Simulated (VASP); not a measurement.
# MoS2 (P6_3/mmc) in VASP: relaxation of cell and atoms with LDA

Aim: the relaxation of cell and atoms of MoS2 with LDA.

Program: VASP 6.6.1. These are calculated values, not measurements. Logs are shortened: lines on timing, memory, paths and dates and some standing lists are left out, and cuts for length are marked.

## Step 1: The cell of the first run

It takes space group P6_3/mmc (No. 194, hexagonal). Conventional cell: a = 3.122 Å, b = 3.122 Å, c = 12.083 Å, α = 90.00°, β = 90.00°, γ = 120.00°. Within 3.2 Å of Mo (site symmetry -6m2) lie 6 S at 2.38 Å and 6 Mo at 3.12 Å. S (site symmetry 3m) has 3 Mo at 2.38 Å and 7 S at 3.11 to 3.12 Å within 3.2 Å.

## Step 2: Relaxation of cell and atoms, LDA

File INCAR:

```
PREC = Accurate
ENCUT = 600
EDIFF = 1E-6
ISMEAR = 0
SIGMA = 0.02
LREAL = False
LASPH = True
NELM = 100
ALGO = Normal
ISIF = 3
LWAVE = False
LCHARG = False
IBRION = 2
NSW = 100
EDIFFG = -0.002
```

File KPOINTS:

```
regular mesh
0
Gamma
  12 12 4
```

File POSCAR:

```
MoS2
1.0
    3.1223251174      0.0000000028      0.0000000000
   -1.5611625611      2.7040128691      0.0000000000
    0.0000000000      0.0000000000     12.0825710016
Mo S
2 4
Direct
    0.6666666667      0.3333333333      0.2500000000
    0.3333333333      0.6666666667      0.7500000000
    0.6666666667      0.3333333333      0.6213692335
    0.3333333333      0.6666666667      0.3786307665
    0.6666666667      0.3333333333      0.8786307665
    0.3333333333      0.6666666667      0.1213692335
```

Potentials or basis: VASP PAW LDA potentials, release 64 (Mo_sv, S).

Command:

```
cat potpaw_LDA.64/Mo_sv/POTCAR potpaw_LDA.64/S/POTCAR > POTCAR
mpirun -np 1 vasp_std > vasp.out
```

OUTCAR:

```text
PREC = Accurate
   ENCUT = 600
   EDIFF = 1E-6
   ISMEAR = 0
   LREAL = False
   LASPH = True
   NELM = 100
   ISIF = 3
   IBRION = 2
   NSW = 100
   EDIFFG = -0.002

 ion  position               nearest neighbor table
   1  0.667  0.333  0.250-   4 2.38   6 2.38   4 2.38   6 2.38   4 2.38   6 2.38
   2  0.333  0.667  0.750-   3 2.38   5 2.38   3 2.38   5 2.38   3 2.38   5 2.38
   3  0.667  0.333  0.621-   2 2.38   2 2.38   2 2.38
   4  0.333  0.667  0.379-   1 2.38   1 2.38   1 2.38
   5  0.667  0.333  0.879-   2 2.38   2 2.38   2 2.38
   6  0.333  0.667  0.121-   1 2.38   1 2.38   1 2.38

  LATTYP: Found a hexagonal cell.
 ALAT       =     3.1223251174
 C/A-ratio  =     3.8697350684

  Lattice vectors:

 A1 = (   3.1223251174,   0.0000000028,   0.0000000000)
 A2 = (  -1.5611625611,   2.7040128691,   0.0000000000)
 A3 = (   0.0000000000,   0.0000000000,  12.0825710016)

Analysis of symmetry for initial positions (statically):
=====================================================================
 Subroutine PRICEL returns:
 Original cell was already a primitive cell.

 Routine SETGRP: Setting up the symmetry group for a
 hexagonal supercell.

 Subroutine GETGRP returns: Found 24 space group operations
 (whereof 12 operations were pure point group operations)
 out of a pool of 24 trial point group operations.

The static configuration has the point symmetry D_3d.
 The point group associated with its full space group is D_6h.

Analysis of symmetry for dynamics (positions and initial velocities):
=====================================================================
 Subroutine PRICEL returns:
 Original cell was already a primitive cell.

 Routine SETGRP: Setting up the symmetry group for a
 hexagonal supercell.

 Subroutine GETGRP returns: Found 24 space group operations
 (whereof 12 operations were pure point group operations)
 out of a pool of 24 trial point group operations.

The dynamic configuration has the point symmetry D_3d.
 The point group associated with its full space group is D_6h.

 Subroutine INISYM returns: Found 24 space group operations
 (whereof 12 operations are pure point group operations),
 and found     1 'primitive' translations

----------------------------------------------------------------------------------------

                                     Primitive cell

  volume of cell :     102.0108

  direct lattice vectors                    reciprocal lattice vectors
     3.122325117  0.000000003  0.000000000     0.320274142  0.184910363  0.000000000
    -1.561162561  2.704012869  0.000000000    -0.000000000  0.369820725  0.000000000
     0.000000000  0.000000000 12.082571002     0.000000000  0.000000000  0.082763842

  length of vectors
     3.122325117  3.122325117 12.082571002     0.369820725  0.369820725  0.082763842

  position of ions in fractional coordinates (direct lattice)
     0.666666667  0.333333333  0.250000000
     0.333333333  0.666666667  0.750000000
     0.666666667  0.333333333  0.621369233
     0.333333333  0.666666667  0.378630767
     0.666666667  0.333333333  0.878630767
     0.333333333  0.666666667  0.121369233

  ion indices of the primitive-cell ions
   primitive index   ion index
                 1           1
                 2           2
                 3           3
                 4           4
                 5           5
                 6           6

----------------------------------------------------------------------------------------

 KPOINTS: regular mesh

Automatic generation of k-mesh.
 Grid dimensions read from file:
 generate k-points for:   12   12    4

 Generating k-lattice:

  Cartesian coordinates                     Fractional coordinates (reciprocal lattice)
     0.026689512  0.015409197  0.000000000     0.083333333  0.000000000  0.000000000
    -0.000000000  0.030818394  0.000000000     0.000000000  0.083333333  0.000000000
     0.000000000  0.000000000  0.020690961     0.000000000  0.000000000  0.250000000

  Length of vectors
     0.030818394  0.030818394  0.020690961

  Shift w.r.t. Gamma in fractional coordinates (k-lattice)
     0.000000000  0.000000000  0.000000000

 Subroutine IBZKPT returns following result:
 ===========================================

 Found     57 irreducible k-points:

 Following reciprocal coordinates:
            Coordinates               Weight
  0.000000  0.000000  0.000000      1.000000
  0.083333 -0.000000  0.000000      6.000000
  0.166667  0.000000  0.000000      6.000000
  0.250000  0.000000  0.000000      6.000000
  0.333333 -0.000000  0.000000      6.000000
  0.416667  0.000000  0.000000      6.000000
[... 16 lines left out ...]
  0.250000  0.000000  0.250000     12.000000
  0.333333 -0.000000  0.250000     12.000000
 [... further k-points ...]
   k-points           NKPTS =     57   k-points in BZ     NKDIM =     57   number of bands    NBANDS=     31
   number of dos      NEDOS =    301   number of ions     NIONS =      6
   total plane-waves  NPLWV =  76832
   dimension x,y,z NGX =    28 NGY =   28 NGZ =   98
   dimension x,y,z NGXF=    56 NGYF=   56 NGZF=  196
   ions per type =               2   4
   NGX,Y,Z   is equivalent  to a cutoff of  14.91, 14.91, 13.48 a.u.
   NGXF,Y,Z  is equivalent  to a cutoff of  29.82, 29.82, 26.97 a.u.
 SYSTEM =  unknown system
   PREC   = accura    normal or accurate (medium, high low for compatibility)
   ISTART =      0    job   : 0-new  1-cont  2-samecut
   ICHARG =      2    charge: 1-file 2-atom 10-const
   ISPIN  =      1    spin polarized calculation?
   LNONCOLLINEAR =      F non collinear calculations
   LSORBIT =      F    spin-orbit coupling
   LASPH  =      T    aspherical Exc in radial PAW
   ENCUT  =  600.0 eV  44.10 Ry    6.64 a.u.   6.24  6.24 24.13*2*pi/ulx,y,z
   NELM   =    100;   NELMIN=  2; NELMDL= -5     # of ELM steps
   EDIFF  = 0.1E-05   stopping-criterion for ELM
   LREAL  =      F    real-space projection
   EDIFFG = -.2E-02   stopping-criterion for IOM
   NSW    =    100    number of steps for IOM
   IBRION =      2    ionic relax: 0-MD 1-quasi-New 2-CG
   NFREE  =      1    steps in history (QN), initial steepest desc. (CG)
   ISIF   =      3    stress and relaxation
   ISYM   =      2    0-nonsym 1-usesym 2-fastsym
   POTIM  = 0.5000    time-step for ionic-motion
   TEBEG  =    0.0;   TEEND  =   0.0 temperature during run
   PSTRESS=    0.0 pullay stress
   NELECT =      52.0000    total number of electrons
   NUPDOWN=      -1.0000    fix difference up-down
   EMIN   =  10.00;   EMAX   =-10.00  energy-range for DOS
   EFERMI =   0.00;   METHOD = LEGACY
   ISMEAR =     0;   SIGMA  =   0.02  broadening in eV -4-tet -1-fermi 0-gaus
   EFERMI_NEDOS =   21; number of points for ismear=-14 and -15
   IALGO  =     38    algorithm
   IMIX   =      4    mixing-type and parameters
     AMIX     =   0.40;   BMIX     =  1.00
     AMIX_MAG =   1.60;   BMIX_MAG =  1.00
  volume/ion in A,a.u.               =      17.00       114.73
  Fermi-wavevector in a.u.,A,eV,Ry     =   1.307757  2.471303 23.269085  1.710230
  Thomas-Fermi vector in A             =   2.438470
   LORBIT       =      0    0 simple, 1 ext, 2 COOP (PROOUT), +10 PAW based schemes
   GGA     = CA    functional components
   LHFCALC =     F    Hartree Fock is set to
   AEXX    =    0.0000 exact exchange contribution
   IVDW    =     0    specifies the selected vdW correction
   LEPSILON=     F    determine dielectric tensor
   LRPA    =     F    only Hartree local field effects (RPA)
 conjugate gradient relaxation of ions
 non-spin polarized calculation
 Gauss-broadening in eV      SIGMA  =   0.02
  energy-cutoff  :      600.00
  volume of cell :      102.01
 maximum number of plane-waves:      3432
 NGX is ok and might be reduce to    28
   NGX = 13   NGY = 13   NGZ = 49

--------------------------------------- Ionic step        1  -------------------------------------------

 number of electron      52.0000000 magnetization

 Free energy of the ion-electron system (eV)
  ---------------------------------------------------
  ext. energy  EPLUGINS =         0.00000000
  ---------------------------------------------------
  free energy    TOTEN  =       -48.95984678 eV

  energy without entropy =      -48.95984678  energy(sigma->0) =      -48.95984678

------------------------ aborting loop because EDIFF is reached ----------------------------------------

  FORCE on cell =-STRESS in cart. coord.  units (eV):
  Direction    XX          YY          ZZ          XY          YZ          ZX
  --------------------------------------------------------------------------------------
  -------------------------------------------------------------------------------------
  Total        0.0907312      0.0907312      0.0460240      0.0000000     -0.0000000     -0.0000000
  in kB        1.4250204      1.4250204      0.7228510      0.0000000     -0.0000000     -0.0000000
  external PRESSURE =       1.1909639 kB  Pullay stress =       0.0000000 kB
[... 101 lines left out ...]
  FREE ENERGIE OF THE ION-ELECTRON SYSTEM (eV)
  ---------------------------------------------------
  free  energy   TOTEN  =       -48.9598854159 eV

  energy  without entropy=      -48.9598854159  energy(sigma->0) =      -48.95988542

[... ionic steps 4 to 25 ...]

--------------------------------------- Ionic step       26  -------------------------------------------

 number of electron      51.9999999 magnetization

------------------------ aborting loop because EDIFF is reached ----------------------------------------

  FORCE on cell =-STRESS in cart. coord.  units (eV):
  Direction    XX          YY          ZZ          XY          YZ          ZX
  --------------------------------------------------------------------------------------
  -------------------------------------------------------------------------------------
  Total       -0.0125335     -0.0125335      0.0020044     -0.0000000      0.0000000     -0.0000000
  in kB       -0.1967911     -0.1967911      0.0314724     -0.0000000      0.0000000     -0.0000000
  external PRESSURE =      -0.1207033 kB  Pullay stress =       0.0000000 kB
[... 65 lines left out ...]
  energy  without entropy=      -48.9599015180  energy(sigma->0) =      -48.95990152

--------------------------------------- Ionic step       28  -------------------------------------------

 number of electron      51.9999999 magnetization

 Free energy of the ion-electron system (eV)
  ---------------------------------------------------
  ext. energy  EPLUGINS =         0.00000000
  ---------------------------------------------------
  free energy    TOTEN  =       -48.95990157 eV

  energy without entropy =      -48.95990157  energy(sigma->0) =      -48.95990157

 E-fermi :   8.2016     XC(G=0): -11.3758

 val. band max:        8.0514438137   @ k =   0.0000   0.0000   0.0000
 cond. band min:       8.7900276751   @ k =   0.1667   0.1667   0.0000
 fundamental gap:      0.7385838614
 Fermi energy:         8.2016191991

 k-point     1 :       0.0000    0.0000    0.0000
  band No.  band energies     occupation
      1     -53.1285      2.00000
      2     -53.1285      2.00000
      3     -27.5211      2.00000
      4     -27.5210      2.00000
      5     -27.2314      2.00000
      6     -27.2314      2.00000
[... 805 lines left out ...]
     30      10.0121      0.00000
     31      10.7100      0.00000

 [... further k-points ...]
[... 5 lines left out ...]
  --------------------------------------------------------------------------------------
  -------------------------------------------------------------------------------------
  Total        0.0015334      0.0015334     -0.0086883      0.0000000     -0.0000000     -0.0000000
  in kB        0.0240764      0.0240764     -0.1364166      0.0000000     -0.0000000     -0.0000000
  external PRESSURE =      -0.0294213 kB  Pullay stress =       0.0000000 kB
[... 21 lines left out ...]
  FREE ENERGIE OF THE ION-ELECTRON SYSTEM (eV)
  ---------------------------------------------------
  free  energy   TOTEN  =       -48.9599015671 eV

  energy  without entropy=      -48.9599015671  energy(sigma->0) =      -48.95990157

 reached required accuracy - stopping structural energy minimisation
```

It took 18 min on 1 thread of AMD EPYC 9R45 (Zen 5), shared host; peak memory 0.31 GiB.

What came out:

- Free energy: -48.9599 eV
- Relaxed volume: 17.01 Å³/atom
- Relaxed cell: a = 3.123 Å, b = 3.123 Å, c = 12.077 Å, α = 90.00°, β = 90.00°, γ = 120.00°
- Space group after relaxing (to 0.1 Å): P6_3/mmc (No. 194)
- Energy gained by relaxing: 0.0 meV/atom
- Ionic steps: 28
- Pressure after relaxing: 0.0 GPa
- Band gap on the k mesh: 0.74 eV (least direct gap 1.77 eV)

Final structure:
```xyz
6
Lattice="3.1235 0.0000 0.0000 -1.5617 2.7050 0.0000 0.0000 0.0000 12.0772" Properties=species:S:1:pos:R:3 pbc="T T T"
Mo    1.5617    0.9017    3.0193
Mo    0.0000    1.8033    9.0579
S     1.5617    0.9017    7.5034
S     0.0000    1.8033    4.5738
S     1.5617    0.9017   10.6124
S     0.0000    1.8033    1.4648
```

Levels at points of the mesh, in eV from the valence-band top:
| k point | band 23 | band 24 | band 25 | band 26 | band 27 | band 28 | band 29 | band 30 |
| --- | --- | --- | --- | --- | --- | --- | --- | --- |
| (0.00, 0.00, 0.00) | -2.20 | -1.40 | -1.14 | 0.00 | 2.14 | 2.14 | 2.17 | 2.17 |
| (0.50, 0.00, 0.00) | -1.76 | -1.53 | -1.51 | -1.39 | 1.66 | 1.72 | 2.02 | 2.37 |
| (0.00, 0.00, 0.50) | -2.23 | -2.23 | -0.29 | -0.29 | 2.14 | 2.14 | 2.14 | 2.14 |
| (0.50, 0.00, 0.50) | -1.64 | -1.64 | -1.45 | -1.45 | 1.68 | 1.68 | 2.21 | 2.21 |
